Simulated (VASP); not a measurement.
Wanted: the native input for a VASP 6.6.1 run.

```yaml
Task: single point
Functional: PBE
Potentials_or_basis: VASP PAW PBE potentials, release 64 (Co, Ti_sv)
Cutoff: 520 eV
k_mesh: 9 × 9 × 9
Occupations: fermi-dirac, width 0.05 eV
Spin: collinear spin, ferromagnetic start
Starting_moments: "[2.0, 1.0] μB"
Dipole_correction: no
Further_INCAR_settings: ALGO = Normal; EDIFF = 1e-06; NBANDS = 22
```

The structure of TiCo lies in POSCAR:

```
TiCo
1.0
    2.9861109900      0.0000000000      0.0000000000
    0.0000000000      2.9861109900      0.0000000000
    0.0000000000      0.0000000000      2.9861109900
Co Ti
1 1
Direct
    0.5000000000      0.5000000000      0.5000000000
    0.0000000000      0.0000000000      0.0000000000
```

The input as run:

INCAR

```
PREC     = Accurate       # precision mode
ENCUT    = 520            # plane-wave cutoff, eV
EDIFF    = 1E-6           # SCF threshold, eV
ISMEAR   = -1             # smearing method
SIGMA    = 0.05           # smearing width, eV
LREAL    = False          # projectors in reciprocal space
LASPH    = True           # aspherical terms in the spheres
NELM     = 150            # most SCF steps
ALGO     = Normal         # electronic algorithm
ISIF     = 2              # what is computed and relaxed
LWAVE    = False          # write WAVECAR
LCHARG   = True           # write CHGCAR
ISPIN    = 2              # spin polarisation
MAGMOM   = 2 1            # initial moments
LORBIT   = 11             # projections on sites
LMAXMIX  = 4              # l up to which the mixer works
GGA      = PE             # functional
LELF     = True           # ELF
LVHAR    = True         
NBANDS   = 22             # bands
```

KPOINTS

```
regular mesh
0
Gamma
  9 9 9
```

Potentials or basis: VASP PAW PBE potentials, release 64 (Co, Ti_sv).

The run is started by

```console
$ cat potpaw_PBE.64/Co/POTCAR potpaw_PBE.64/Ti_sv/POTCAR > POTCAR
$ mpirun -np 1 vasp_std > vasp.out
```

Results of the run:

* Pressure: -1.1 GPa
* Net moment: 0.79 μB per cell
* Site moments: Co +0.88; Ti -0.03 μB
* Valence electrons inside the program's atomic spheres: Co 8.29; Ti 10.29

Run time: 32 s on 1 thread of Intel(R) Xeon(R) Platinum 8259CL CPU @ 2.50GHz (Skylake/Cascade Lake), on a shared host, peak memory 0.17 GiB.
